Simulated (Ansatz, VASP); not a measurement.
## Two plane-wave programs on Ta4C3

```
Ta C
1.0
     4.42456    0.00000    0.00000
     0.00000    4.42456    0.00000
     0.00000    0.00000    4.42456
Ta C
4 3
Direct
  0.00000 0.50000 0.50000
  0.50000 0.00000 0.50000
  0.50000 0.50000 0.00000
  0.00000 0.00000 0.00000
  0.50000 0.00000 0.00000
  0.00000 0.50000 0.00000
  0.00000 0.00000 0.50000
```

Alike in both runs: functional r2SCAN; k mesh 8 × 8 × 8; occupations gaussian, width 0.1 eV; no spin polarisation.

Ansatz relaxed the structure, and its values are those at the end. VASP's run is a single point on that final structure, the one shown.

|  | VASP | Ansatz |
| --- | --- | --- |
| version | VASP 6.6.1 | Ansatz 0.2.0 |
| potentials or method | VASP PAW PBE potentials, release 64 (Ta_pv, C), cutoff 660 eV | scalar-relativistic, plane waves, PAW |
| valence electrons in the cell | 56 | 64 |

Ansatz gave:

- gap on the k mesh at the Fermi level (eV): none
- pressure (GPa): 0.0

Problem. What did VASP give for the same quantities?

Solution. gap on the k mesh at the Fermi level (eV): none; pressure (GPa): 1.0.

VASP's potentials were made for PBE, not for r2SCAN. A gap of «none» marks a metal or a gap that the smearing closes. VASP's potentials hold 56 valence electrons a cell and Ansatz's 64, so a difference there can come from the potentials and not from the codes.

Spin-orbit coupling is off throughout.
